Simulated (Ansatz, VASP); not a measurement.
## Two plane-wave programs on InAs

File INCAR:

```
SYSTEM = InAs
PREC = Accurate
ENCUT = 500
EDIFF = 1E-6
ISMEAR = -1
SIGMA = 0.02
LREAL = .FALSE.
LASPH = .TRUE.
NELM = 120
ALGO = Normal
ISIF = 2
LWAVE = .FALSE.
LCHARG = .FALSE.
GGA = PS
IVDW = 12
NBANDS = 26
GGA_COMPAT = .FALSE.
```

Contents of KPOINTS:

```
Automatic mesh
0
G
  6 6 4
  0 0 0
```

Contents of POSCAR:

```
InAs
1.0
    3.9653011097      0.0000000000      0.0000000000
   -1.9826505549      3.4340514946      0.0000000000
    0.0000000000      0.0000000000      6.8488974507
In As
2 2
Direct
    0.0000000000      0.0000000000      0.0000000000
    0.0000000000      0.0000000000      0.5000000000
    0.3333333333      0.6666666667      0.2500000000
    0.6666666667      0.3333333333      0.7500000000
```

Input for Ansatz:

```yaml
crystal:
  lattice:
    - [3.9653011097, 0.0, 0.0]
    - [-1.9826505549, 3.4340514946, 0.0]
    - [0.0, 0.0, 6.8488974507]
  atoms:
    - { symbol: In, position: [0.0, 0.0, 0.0] }
    - { symbol: In, position: [0.0, 0.0, 0.5] }
    - { symbol: As, position: [0.3333333333, 0.6666666667, 0.25] }
    - { symbol: As, position: [0.6666666667, 0.3333333333, 0.75] }
kpoints:
  mp_grid: { grid: [6, 6, 4] }
hamiltonian:
  xc: pbesol
  dispersion: d3bj
scf:
  occupations: { method: fermi_dirac, width: 0.02 }
  n_extra_bands: 5
output:
  forces: true
  stress: true
  eigenvalues: true
```

Alike in both runs: task single point; functional PBEsol; dispersion D3(BJ); k mesh 6 × 6 × 4; occupations fermi-dirac, width 0.02 eV; no spin polarisation.

|  | VASP | Ansatz |
| --- | --- | --- |
| version | VASP 6.6.1 | Ansatz 0.2.0 |
| potentials or method | VASP PAW PBE potentials, release 64 (In_d, As) | plane waves |
| plane-wave cutoff (eV) | 500 | 420 |
| valence electrons in the cell | 36 | 56 |

|  | VASP | Ansatz | Ansatz less VASP |
| --- | --- | --- | --- |
| pressure (GPa) | -3.6 | -3.7 | -0.09 |
| traceless stress, the component that is largest in VASP (GPa) | 0.70 | 0.69 | -0.011 |

VASP's potentials were made for PBE, not for PBEsol. VASP's potentials hold 36 valence electrons a cell and Ansatz's 56, so a difference there can come from the potentials and not from the codes.
